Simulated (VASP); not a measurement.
Input of a VASP 6.6.1 run:

INCAR

```
SYSTEM = Bi
ALGO = Normal ; EDIFF = 1E-6
ENCUT = 520 ; GGA = PE
ISIF = 2 ; ISMEAR = -1
LASPH = .True. ; LCHARG = .False.
LREAL = .False. ; LWAVE = .False.
NBANDS = 14 ; NELM = 80
PREC = Accurate ; SIGMA = 0.08
```

File KPOINTS:

```
k-points
0
Gamma
  16 16 16
  0 0 0
```

The input POSCAR:

```
Bi
1.0
   -1.6736824967      1.6736824967      1.6736824967
    1.6736824967     -1.6736824967      1.6736824967
    1.6736824967      1.6736824967     -1.6736824967
Bi
1
Direct
    0.0000000000      0.0000000000      0.0000000000
```

Potentials or basis: VASP PAW PBE potentials, release 64 (Bi_d).

Command:

```console
$ cat potpaw_PBE.64/Bi_d/POTCAR > POTCAR
$ mpirun -np 1 vasp_std > vasp.out
```

Q: Estimate the pressure.

A: 91.9 GPa.

Q: What does it give for the band gap on the k mesh?

A: Zero (an odd number of electrons rules out a gap without spin polarisation).

Caveat: the cell stands under pressure; spin-orbit coupling is left out, which moves the levels of the heavy elements.
